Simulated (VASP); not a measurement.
**Al2B3N5: single point with PBE**

Al2B3N5:

```
CELL_PARAMETERS angstrom
-1.35964 1.35964 9.29388
1.35964 -1.35964 9.29388
1.35964 1.35964 -9.29388
ATOMIC_POSITIONS crystal
Al 0.60308 0.60308 0.00000
Al 0.39692 0.39692 0.00000
B 0.20914 0.20914 0.00000
B 0.79086 0.79086 0.00000
B 0.00000 0.00000 0.00000
N 0.70897 0.70897 0.00000
N 0.29103 0.29103 0.00000
N 0.89719 0.89719 0.00000
N 0.50000 0.50000 0.00000
N 0.10281 0.10281 0.00000
```

```json
{"Program": "VASP 6.6.1", "Task": "single point", "Functional": "PBE", "Potentials or basis": "VASP PAW PBE potentials, release 64 (Al, B, N)", "Cutoff": "520 eV", "k mesh": "8 × 8 × 8", "Occupations": "gaussian, width 0.1 eV", "Spin": "no spin polarisation"}
```

| Item | Value |
| --- | --- |
| Pressure | -0.1 GPa |
| Largest force | 0.048 eV/Å |
| Band gap on the k mesh | 0.16 eV (least direct gap 1.67 eV) |

Forces in eV/Å, atoms in the order of the input:
```
Al   0.000  0.000 -0.003
Al   0.000  0.000  0.003
B    0.000  0.000 -0.048
B    0.000  0.000  0.048
B    0.000  0.000  0.000
N    0.000  0.000 -0.012
N    0.000  0.000  0.012
N    0.000  0.000 -0.001
N    0.000  0.000  0.000
N    0.000  0.000  0.001
```

Stress tensor (GPa, compression positive):
```
-0.25  0.00  0.00
 0.00 -0.25  0.00
 0.00  0.00  0.06
```

Levels at points of the mesh, in eV from the valence-band top:
```tsv
k point	band 16	band 17	band 18	band 19	band 20	band 21	band 22	band 23	band 24	band 25
(0.00, 0.00, 0.00)	-1.58	-1.58	-1.00	-0.07	-0.07	1.60	2.50	5.44	6.96	7.09
(0.50, 0.00, 0.00)	-1.56	-1.28	-1.19	-0.69	-0.44	3.86	4.20	4.60	4.72	5.34
(0.50, 0.50, 0.00)	-4.61	-4.47	-4.00	-3.48	-3.32	0.16	2.30	4.91	6.88	7.25
(0.50, 0.50, 0.50)	-1.09	-0.72	-0.72	-0.41	-0.41	1.68	3.13	3.91	6.72	7.67
```

Wall time 26 min on 1 thread of Intel Xeon 8259CL, with other jobs on the host, peak memory 0.75 GiB.

Caveat: semilocal functionals underestimate gaps, and a narrow one can read as zero. A k mesh can miss the band edges.
